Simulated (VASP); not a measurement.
# ScCdF3 (P6/mmm) in VASP: further runs

Runs on ScCdF3. Level: PBE. Tasks: single point, relaxation of cell and atoms.

Program: VASP 6.6.1. These are calculated values, not measurements. Logs are shortened: lines on timing, memory, paths and dates and some standing lists are left out, and cuts for length are marked.

### 1 The cell of the first run

Symmetry: P6/mmm, No. 191, hexagonal system. The conventional cell has a = 4.418 Å, b = 4.418 Å, c = 6.521 Å, α = 90.00°, β = 90.00°, γ = 120.00°. Within 2.9 Å of Sc (site symmetry 6/mmm) lie 6 F at 2.21 Å. Within 4.5 Å of Cd (site symmetry 6/mmm) lie 2 Sc at 3.26 Å and 12 F at 3.94 Å and 6 Cd at 4.42 Å. Within 2.9 Å of F (site symmetry mmm) lie 2 Sc at 2.21 Å and 4 F at 2.21 Å.

The cell was generated, and may not be a known phase.

### 2 Single point, PBE

Contents of INCAR:

```
SYSTEM = ScCdF3
PREC = Accurate
ENCUT = 700
EDIFF = 1E-6
ISMEAR = 0
SIGMA = 0.1
LREAL = .False.
LASPH = .True.
NELM = 120
ALGO = Normal
ISIF = 2
LWAVE = .False.
LCHARG = .True.
GGA = PE
LELF = .True.
LVHAR = .True.
NBANDS = 34
GGA_COMPAT = .False.
```

Contents of KPOINTS:

```
Automatic mesh
0
Gamma
  6 6 2
  0 0 0
```

Contents of POSCAR:

```
ScCdF3
1.0
    4.4182566446      0.0000000000      0.0000000000
   -2.2091283223      3.8263224947      0.0000000000
    0.0000000000      0.0000000000      6.5212714201
Sc Cd F
1 1 3
Direct
    0.0000000000      0.0000000000      0.0000000000
    0.0000000000      0.0000000000      0.5000000000
    0.5000000000      0.0000000000      0.0000000000
    0.0000000000      0.5000000000      0.0000000000
    0.5000000000      0.5000000000      0.0000000000
```

Potentials or basis: VASP PAW PBE potentials, release 64 (Sc_sv, Cd_sv_GW, F).

The run is started by

```sh
> cat potpaw_PBE.64/Sc_sv/POTCAR potpaw_PBE.64/Cd_sv_GW/POTCAR potpaw_PBE.64/F/POTCAR > POTCAR
> mpirun -np 1 vasp_std > vasp.out
```

OUTCAR:

```text
SYSTEM = ScCdF3
   PREC = Accurate
   ENCUT = 700
   EDIFF = 1E-6
   ISMEAR = 0
   LREAL = .False.
   LASPH = .True.
   NELM = 120
   ISIF = 2
   GGA = PE

 ion  position               nearest neighbor table
   1  0.000  0.000  0.000-   3 2.21   3 2.21   5 2.21   4 2.21   4 2.21   5 2.21
   2  0.000  0.000  0.500-
   3  0.500  0.000  0.000-   1 2.21   1 2.21
   4  0.000  0.500  0.000-   1 2.21   1 2.21
   5  0.500  0.500  0.000-   1 2.21   1 2.21

  LATTYP: Found a hexagonal cell.
 ALAT       =     4.4182566446
 C/A-ratio  =     1.4759829373

  Lattice vectors:

 A1 = (   4.4182566446,   0.0000000000,   0.0000000000)
 A2 = (  -2.2091283223,   3.8263224947,   0.0000000000)
 A3 = (   0.0000000000,   0.0000000000,   6.5212714201)

Analysis of symmetry for initial positions (statically):
=====================================================================
 Subroutine PRICEL returns:
 Original cell was already a primitive cell.

 Routine SETGRP: Setting up the symmetry group for a
 hexagonal supercell.

 Subroutine GETGRP returns: Found 24 space group operations
 (whereof 24 operations were pure point group operations)
 out of a pool of 24 trial point group operations.

The static configuration has the point symmetry D_6h.

Analysis of symmetry for dynamics (positions and initial velocities):
=====================================================================
 Subroutine PRICEL returns:
 Original cell was already a primitive cell.

 Routine SETGRP: Setting up the symmetry group for a
 hexagonal supercell.

 Subroutine GETGRP returns: Found 24 space group operations
 (whereof 24 operations were pure point group operations)
 out of a pool of 24 trial point group operations.

The dynamic configuration has the point symmetry D_6h.

 Subroutine INISYM returns: Found 24 space group operations
 (whereof 24 operations are pure point group operations),
 and found     1 'primitive' translations

----------------------------------------------------------------------------------------

                                     Primitive cell

  volume of cell :     110.2465

  direct lattice vectors                    reciprocal lattice vectors
     4.418256645  0.000000000  0.000000000     0.226333615  0.130673774  0.000000000
    -2.209128322  3.826322495  0.000000000     0.000000000  0.261347548  0.000000000
     0.000000000  0.000000000  6.521271420     0.000000000  0.000000000  0.153344331

  length of vectors
     4.418256645  4.418256645  6.521271420     0.261347548  0.261347548  0.153344331

  position of ions in fractional coordinates (direct lattice)
     0.000000000  0.000000000  0.000000000
     0.000000000  0.000000000  0.500000000
     0.500000000  0.000000000  0.000000000
     1.000000000  0.500000000  0.000000000
     0.500000000  0.500000000  0.000000000

  ion indices of the primitive-cell ions
   primitive index   ion index
                 1           1
                 2           2
                 3           3
                 4           4
                 5           5

----------------------------------------------------------------------------------------

 KPOINTS: Automatic mesh

Automatic generation of k-mesh.
 Grid dimensions read from file:
 generate k-points for:    6    6    2

 Generating k-lattice:

  Cartesian coordinates                     Fractional coordinates (reciprocal lattice)
     0.037722269  0.021778962  0.000000000     0.166666667 -0.000000000  0.000000000
     0.000000000  0.043557925  0.000000000     0.000000000  0.166666667  0.000000000
     0.000000000  0.000000000  0.076672165     0.000000000  0.000000000  0.500000000

  Length of vectors
     0.043557925  0.043557925  0.076672165

  Shift w.r.t. Gamma in fractional coordinates (k-lattice)
     0.000000000  0.000000000  0.000000000

 Subroutine IBZKPT returns following result:
 ===========================================

 Found     14 irreducible k-points:

 Following reciprocal coordinates:
            Coordinates               Weight
  0.000000  0.000000  0.000000      1.000000
  0.166667 -0.000000  0.000000      6.000000
  0.333333 -0.000000  0.000000      6.000000
  0.500000 -0.000000  0.000000      3.000000
  0.166667  0.166667  0.000000      6.000000
  0.333333  0.166667  0.000000     12.000000
  0.333333  0.333333  0.000000      2.000000
  0.000000  0.000000  0.500000      1.000000
  0.166667 -0.000000  0.500000      6.000000
  0.333333 -0.000000  0.500000      6.000000
  0.500000 -0.000000  0.500000      3.000000
  0.166667  0.166667  0.500000      6.000000
  0.333333  0.166667  0.500000     12.000000
  0.333333  0.333333  0.500000      2.000000
   k-points           NKPTS =     14   k-points in BZ     NKDIM =     14   number of bands    NBANDS=     34
   number of dos      NEDOS =    301   number of ions     NIONS =      5
   total plane-waves  NPLWV =  89600
   dimension x,y,z NGX =    40 NGY =   40 NGZ =   56
   dimension x,y,z NGXF=    80 NGYF=   80 NGZF=  112
   ions per type =               1   1   3
   NGX,Y,Z   is equivalent  to a cutoff of  15.05, 15.05, 14.28 a.u.
   NGXF,Y,Z  is equivalent  to a cutoff of  30.10, 30.10, 28.55 a.u.
 SYSTEM =  ScCdF3
   PREC   = accura    normal or accurate (medium, high low for compatibility)
   ISTART =      0    job   : 0-new  1-cont  2-samecut
   ICHARG =      2    charge: 1-file 2-atom 10-const
   ISPIN  =      1    spin polarized calculation?
   LNONCOLLINEAR =      F non collinear calculations
   LSORBIT =      F    spin-orbit coupling
   LASPH  =      T    aspherical Exc in radial PAW
   ENCUT  =  700.0 eV  51.45 Ry    7.17 a.u.   9.53  9.53 14.07*2*pi/ulx,y,z
   NELM   =    120;   NELMIN=  2; NELMDL= -5     # of ELM steps
   EDIFF  = 0.1E-05   stopping-criterion for ELM
   LREAL  =      F    real-space projection
   EDIFFG = 0.1E-04   stopping-criterion for IOM
   NSW    =      0    number of steps for IOM
   IBRION =     -1    ionic relax: 0-MD 1-quasi-New 2-CG
   NFREE  =      0    steps in history (QN), initial steepest desc. (CG)
   ISIF   =      2    stress and relaxation
   ISYM   =      2    0-nonsym 1-usesym 2-fastsym
   POTIM  = 0.5000    time-step for ionic-motion
   TEBEG  =    0.0;   TEEND  =   0.0 temperature during run
   PSTRESS=    0.0 pullay stress
   NELECT =      52.0000    total number of electrons
   NUPDOWN=      -1.0000    fix difference up-down
   EMIN   =  10.00;   EMAX   =-10.00  energy-range for DOS
   EFERMI =   0.00;   METHOD = LEGACY
   ISMEAR =     0;   SIGMA  =   0.10  broadening in eV -4-tet -1-fermi 0-gaus
   EFERMI_NEDOS =   21; number of points for ismear=-14 and -15
   IALGO  =     38    algorithm
   IMIX   =      4    mixing-type and parameters
     AMIX     =   0.40;   BMIX     =  1.00
     AMIX_MAG =   1.60;   BMIX_MAG =  1.00
  volume/ion in A,a.u.               =      22.05       148.80
  Fermi-wavevector in a.u.,A,eV,Ry     =   1.274347  2.408167 22.095319  1.623960
  Thomas-Fermi vector in A             =   2.407120
   LORBIT       =      0    0 simple, 1 ext, 2 COOP (PROOUT), +10 PAW based schemes
   GGA     = PE    functional components
   LHFCALC =     F    Hartree Fock is set to
   AEXX    =    0.0000 exact exchange contribution
   IVDW    =     0    specifies the selected vdW correction
   LEPSILON=     F    determine dielectric tensor
   LRPA    =     F    only Hartree local field effects (RPA)
 non-spin polarized calculation
 Gauss-broadening in eV      SIGMA  =   0.10
  energy-cutoff  :      700.00
  volume of cell :      110.25
 maximum number of plane-waves:      4708
 NGX is ok and might be reduce to    40
   NGX = 19   NGY = 19   NGZ = 29

 number of electron      52.0000009 magnetization

 Free energy of the ion-electron system (eV)
  ---------------------------------------------------
  ext. energy  EPLUGINS =         0.00000000
  ---------------------------------------------------
  free energy    TOTEN  =       -22.44768410 eV

  energy without entropy =      -22.43177066  energy(sigma->0) =      -22.43972738

 E-fermi :   0.5299     XC(G=0):  -7.9946

 val. band max:        0.5008520372   @ k =   0.1667  -0.0000   0.5000
 cond. band min:       0.5443213549   @ k =   0.0000   0.0000   0.5000
 fundamental gap:      0.0434693177
 Fermi energy:         0.5298808471

 k-point     1 :       0.0000    0.0000    0.0000
  band No.  band energies     occupation
      1    -101.9139      2.00000
      2     -62.9944      2.00000
      3     -62.9449      2.00000
      4     -62.9449      2.00000
      5     -49.9055      2.00000
      6     -28.7242      2.00000
[... 26 lines left out ...]
     33       6.6836      0.00000
     34       6.6842      0.00000

 k-point     2 :       0.1667   -0.0000    0.0000
  band No.  band energies     occupation
      1    -101.9139      2.00000
      2     -62.9944      2.00000
      3     -62.9449      2.00000
      4     -62.9449      2.00000
      5     -49.9051      2.00000
      6     -28.7238      2.00000
[... 26 lines left out ...]
     33       5.1419      0.00000
     34       6.2393      0.00000

 k-point     3 :       0.3333   -0.0000    0.0000
  band No.  band energies     occupation
      1    -101.9139      2.00000
      2     -62.9944      2.00000
      3     -62.9450      2.00000
      4     -62.9449      2.00000
      5     -49.9043      2.00000
      6     -28.7229      2.00000
[... 26 lines left out ...]
     33       4.9135      0.00000
     34       5.5937      0.00000
[... 334 lines left out ...]
 k-point    13 :       0.3333    0.1667    0.5000
  band No.  band energies     occupation
      1    -101.9139      2.00000
      2     -62.9944      2.00000
      3     -62.9450      2.00000
      4     -62.9449      2.00000
      5     -49.9039      2.00000
      6     -28.7228      2.00000
[... 26 lines left out ...]
     33       5.0965      0.00000
     34       5.8124      0.00000

 k-point    14 :       0.3333    0.3333    0.5000
  band No.  band energies     occupation
      1    -101.9139      2.00000
      2     -62.9944      2.00000
      3     -62.9449      2.00000
      4     -62.9449      2.00000
      5     -49.9037      2.00000
      6     -28.7226      2.00000
[... 26 lines left out ...]
     33       4.8950      0.00000
     34       6.0715      0.00000

------------------------ aborting loop because EDIFF is reached ----------------------------------------

  FORCE on cell =-STRESS in cart. coord.  units (eV):
  Direction    XX          YY          ZZ          XY          YZ          ZX
  --------------------------------------------------------------------------------------
  -------------------------------------------------------------------------------------
  Total        0.2894254      0.2894254      0.0406653     -0.0000000      0.0000000      0.0000000
  in kB        4.2061269      4.2061269      0.5909764     -0.0000000      0.0000000      0.0000000
  external PRESSURE =       3.0010767 kB  Pullay stress =       0.0000000 kB

 VOLUME and BASIS-vectors are now :
 -----------------------------------------------------------------------------
  energy-cutoff  :      700.00
  volume of cell :      110.25
      direct lattice vectors                 reciprocal lattice vectors
     4.418256645  0.000000000  0.000000000     0.226333615  0.130673774  0.000000000
    -2.209128322  3.826322495  0.000000000     0.000000000  0.261347548  0.000000000
     0.000000000  0.000000000  6.521271420     0.000000000  0.000000000  0.153344331

 POSITION                                       TOTAL-FORCE (eV/Angst)
 -----------------------------------------------------------------------------------
      0.00000      0.00000      0.00000        -0.000000      0.000000      0.000000
      0.00000      0.00000      3.26064        -0.000000      0.000000      0.000000
      2.20913      0.00000      0.00000        -0.000000      0.000000      0.000000
     -1.10456      1.91316      0.00000         0.000000      0.000000      0.000000
      1.10456      1.91316      0.00000         0.000000      0.000000      0.000000
 -----------------------------------------------------------------------------------
    total drift:                               -0.000000      0.000000     -0.000000

  FREE ENERGIE OF THE ION-ELECTRON SYSTEM (eV)
  ---------------------------------------------------
  free  energy   TOTEN  =       -22.4476841005 eV

  energy  without entropy=      -22.4317706643  energy(sigma->0) =      -22.43972738
```

It took 97 s on 1 thread of Intel Xeon 6975P-C (Granite Rapids), shared host; peak memory 0.34 GiB.

Results:

```
Free energy            : -22.4477 eV
Pressure               : 0.3 GPa
Band gap on the k mesh : zero (bands 26 and 27 overlap by 0.04 eV)
```

Stress tensor (GPa, compression positive):
```
0.42 0.00 0.00
0.00 0.42 0.00
0.00 0.00 0.06
```

Levels at points of the mesh, in eV from the Fermi level:
| k point | band 24 | band 25 | band 26 | band 27 | band 28 | band 29 |
| --- | --- | --- | --- | --- | --- | --- |
| (0.00, 0.00, 0.00) | -1.80 | 0.01 | 0.01 | 1.80 | 1.80 | 2.11 |
| (0.50, 0.00, 0.00) | -2.30 | -2.13 | -0.23 | 1.32 | 2.14 | 2.53 |
| (0.00, 0.00, 0.50) | -1.80 | -0.16 | 0.01 | 0.01 | 1.71 | 1.71 |
| (0.50, 0.00, 0.50) | -2.29 | -1.58 | -0.23 | 0.32 | 1.51 | 2.04 |

Caveat: the k points lie up to 0.48 Å⁻¹ apart.

### 3 Relaxation of cell and atoms, PBE

This run uses another cell than the first one, of 15.08 Å³/atom.

Contents of INCAR:

```
PREC = Accurate ; ENCUT = 700
EDIFF = 1E-7 ; ISMEAR = 0
SIGMA = 0.1 ; LREAL = False
LASPH = True ; NELM = 120
ALGO = Normal ; ISIF = 3
LWAVE = False ; LCHARG = False
GGA = PE ; IBRION = 2
NSW = 90 ; EDIFFG = -0.04
GGA_COMPAT = False ; NELMIN = 4
```

Contents of KPOINTS:

```
Automatic mesh
0
Gamma
  6 6 2
```

POSCAR, as its differences from that of step 2:

```diff
@@ -2,5 +2,5 @@
 1.0
-    4.4182566446      0.0000000000      0.0000000000
-   -2.2091283223      3.8263224947      0.0000000000
-    0.0000000000      0.0000000000      6.5212714201
+    3.3245179600      0.0000000000      0.0000000000
+   -1.6622589800      2.8791170100      0.0000000000
+    0.0000000000      0.0000000000      7.8753943600
 Sc Cd F
```

Potentials or basis: VASP PAW PBE potentials, release 64 (Sc_sv, Cd_sv_GW, F).

The run is started by

```sh
> cat potpaw_PBE.64/Sc_sv/POTCAR potpaw_PBE.64/Cd_sv_GW/POTCAR potpaw_PBE.64/F/POTCAR > POTCAR
> mpirun -np 1 vasp_std > vasp.out
```

OUTCAR:

```text
PREC = Accurate
   ENCUT = 700
   EDIFF = 1E-7
   ISMEAR = 0
   LREAL = False
   LASPH = True
   NELM = 120
   ISIF = 3
   GGA = PE
   IBRION = 2
   NSW = 90
   EDIFFG = -0.04
   NELMIN = 4

 ion  position               nearest neighbor table
   1  0.000  0.000  0.000-   3 1.66   3 1.66   5 1.66   4 1.66   4 1.66   5 1.66
   2  0.000  0.000  0.500-
   3  0.500  0.000  0.000-   1 1.66   1 1.66   5 1.66   5 1.66   4 1.66   4 1.66
   4  0.000  0.500  0.000-   5 1.66   5 1.66   1 1.66   1 1.66   3 1.66   3 1.66
   5  0.500  0.500  0.000-   4 1.66   4 1.66   1 1.66   3 1.66   3 1.66   1 1.66

  LATTYP: Found a hexagonal cell.
 ALAT       =     3.3245179600
 C/A-ratio  =     2.3688830846

  Lattice vectors:

 A1 = (   3.3245179600,   0.0000000000,   0.0000000000)
 A2 = (  -1.6622589800,   2.8791170100,   0.0000000000)
 A3 = (   0.0000000000,   0.0000000000,   7.8753943600)
[... 767 lines left out ...]

  energy  without entropy=      -20.8331701652  energy(sigma->0) =      -20.83876172

[... ionic steps 4 to 12 ...]

--------------------------------------- Ionic step       13  -------------------------------------------

 number of electron      52.0000038 magnetization

------------------------ aborting loop because EDIFF is reached ----------------------------------------
[... 73 lines left out ...]
--------------------------------------- Ionic step       15  -------------------------------------------

 number of electron      52.0000039 magnetization

 Free energy of the ion-electron system (eV)
  ---------------------------------------------------
  ext. energy  EPLUGINS =         0.00000000
  ---------------------------------------------------
  free energy    TOTEN  =       -22.16637492 eV

  energy without entropy =      -22.15062904  energy(sigma->0) =      -22.15850198

 E-fermi :   0.6943     XC(G=0):  -8.1032

 val. band max:        0.6530016164   @ k =   0.1667   0.0000   0.5000
 cond. band min:       0.7148290783   @ k =   0.0000   0.0000   0.0000
 fundamental gap:      0.0618274619
 Fermi energy:         0.6943159793

 k-point     1 :       0.0000    0.0000    0.0000
  band No.  band energies     occupation
      1    -101.7566      2.00000
      2     -62.8393      2.00000
      3     -62.8063      2.00000
      4     -62.8063      2.00000
      5     -49.6373      2.00000
      6     -28.4621      2.00000
[... 497 lines left out ...]
  FREE ENERGIE OF THE ION-ELECTRON SYSTEM (eV)
  ---------------------------------------------------
  free  energy   TOTEN  =       -22.1663749170 eV

  energy  without entropy=      -22.1506290435  energy(sigma->0) =      -22.15850198

 reached required accuracy - stopping structural energy minimisation
```

OSZICAR:

```text
N       E                     dE             d eps       ncg     rms          rms(c)
DAV:   1     0.126751713922E+04    0.12675E+04   -0.33300E+04   884   0.250E+03
DAV:   2     0.245112711537E+03   -0.10224E+04   -0.98780E+03   868   0.845E+02
DAV:   3     0.129889421800E+02   -0.23212E+03   -0.22354E+03  1408   0.373E+02
[... 272 lines left out ...]
DAV:   8    -0.221663739742E+02   -0.79195E-05   -0.11343E-05  1141   0.290E-02    0.432E-03
DAV:   9    -0.221663744128E+02   -0.43859E-06   -0.10414E-06  1285   0.120E-02    0.132E-03
DAV:  10    -0.221663750486E+02   -0.63582E-06   -0.39361E-07   802   0.383E-03    0.541E-04
DAV:  11    -0.221663749384E+02    0.11021E-06   -0.21849E-08   602   0.195E-03    0.147E-04
DAV:  12    -0.221663749170E+02    0.21414E-07   -0.13996E-08   532   0.185E-03
  15 F= -.22166375E+02 E0= -.22158502E+02  d E =-.612485E-02
```

CONTCAR:

```text
ScCdF3
   1.00000000000000
     4.3765242300877798   -0.0000000000000000    0.0000000000000000
    -2.1882621150438899    3.7901811660663087    0.0000000000000000
     0.0000000000000000   -0.0000000000000000    6.4834555570414745
  Sc              Cd              F
     1     1     3
Direct
     0.0000000000000000    1.0000000000000000    0.0000000000000000
     0.0000000000000000    0.0000000000000000    0.5000000000000000
     0.5000000000000000    1.0000000000000000    0.0000000000000000
     0.0000000000000000    0.5000000000000000    0.0000000000000000
     0.5000000000000000    0.5000000000000000    0.0000000000000000

  0.00000000E+00  0.00000000E+00  0.00000000E+00
  0.00000000E+00  0.00000000E+00  0.00000000E+00
  0.00000000E+00  0.00000000E+00  0.00000000E+00
  0.00000000E+00  0.00000000E+00  0.00000000E+00
  0.00000000E+00  0.00000000E+00  0.00000000E+00
```

It took 32 min on 1 thread of Intel Xeon Platinum 8375C at 2.90GHz (Ice Lake), shared host; peak memory 0.3 GiB.

What came out:

* Free energy: -22.1664 eV
* Relaxed volume: 21.51 Å³/atom
* Relaxed cell: a = 4.377 Å, b = 4.377 Å, c = 6.483 Å, α = 90.00°, β = 90.00°, γ = 120.00°
* Space group after relaxing (to 0.1 Å): P6/mmm (No. 191)
* Pressure after relaxing: 0.1 GPa
* Band gap on the k mesh: zero (bands 26 and 27 overlap by 0.06 eV)

Stress tensor (GPa, compression positive):
```
0.01 0.00 0.00
0.00 0.01 0.00
0.00 0.00 0.24
```

Final structure:
```
Sc Cd F
1.0
     4.37652    0.00000    0.00000
    -2.18826    3.79018    0.00000
     0.00000    0.00000    6.48346
Sc Cd F
1 1 3
Direct
  0.00000 0.00000 0.00000
  0.00000 0.00000 0.50000
  0.50000 0.00000 0.00000
  0.00000 0.50000 0.00000
  0.50000 0.50000 0.00000
```

Caveat: the k points lie up to 0.48 Å⁻¹ apart in the final cell; the volume moved by over 15 % at a fixed basis, so the end points are rough.

The gap in the log of VASP goes by the Fermi energy; the results here count the filled bands.